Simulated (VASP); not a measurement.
Write the native input for VASP 6.6.1 that does the following.

| Quantity | Value |
| --- | --- |
| Task | single point |
| Functional | PBE |
| Potentials or basis | VASP PAW PBE potentials, release 64 (Mg, Se) |
| Cutoff | 600 eV |
| k mesh | 8 × 8 × 8 |
| Occupations | gaussian, width 0.02 eV |
| Spin | no spin polarisation |
| Dipole correction | no |
| Further INCAR settings | ALGO = Normal; EDIFF = 1e-06; NBANDS = 11 |

The structure of MgSe lies in POSCAR:

```
MgSe
1.0
    0.0000000000      2.7543207033      2.7543207033
    2.7543207033      0.0000000000      2.7543207033
    2.7543207033      2.7543207033      0.0000000000
Mg Se
1 1
Direct
    0.0000000000      0.0000000000      0.0000000000
    0.5000000000      0.5000000000      0.5000000000
```

The input as run:

INCAR

```
ALGO = Normal
EDIFF = 1E-6
ENCUT = 600
GGA = PE
GGA_COMPAT = F
ISIF = 2
ISMEAR = 0
LASPH = T
LCHARG = F
LREAL = F
LWAVE = F
NBANDS = 11
NELM = 120
PREC = Accurate
SIGMA = 0.02
```

KPOINTS

```
k-points
0
Gamma
  8 8 8
```

Potentials or basis: VASP PAW PBE potentials, release 64 (Mg, Se).

The run is started by

```sh
$ cat potpaw_PBE.64/Mg/POTCAR potpaw_PBE.64/Se/POTCAR > POTCAR
$ mpirun -np 1 vasp_std > vasp.out
```

It gave:

* Pressure: -0.1 GPa
* Band gap on the k mesh: 1.75 eV, indirect (least direct gap 2.39 eV)

It took 15 s on 1 thread of Intel(R) Xeon(R) 6975P-C (Granite Rapids) (shared host), peak memory 0.17 GiB.
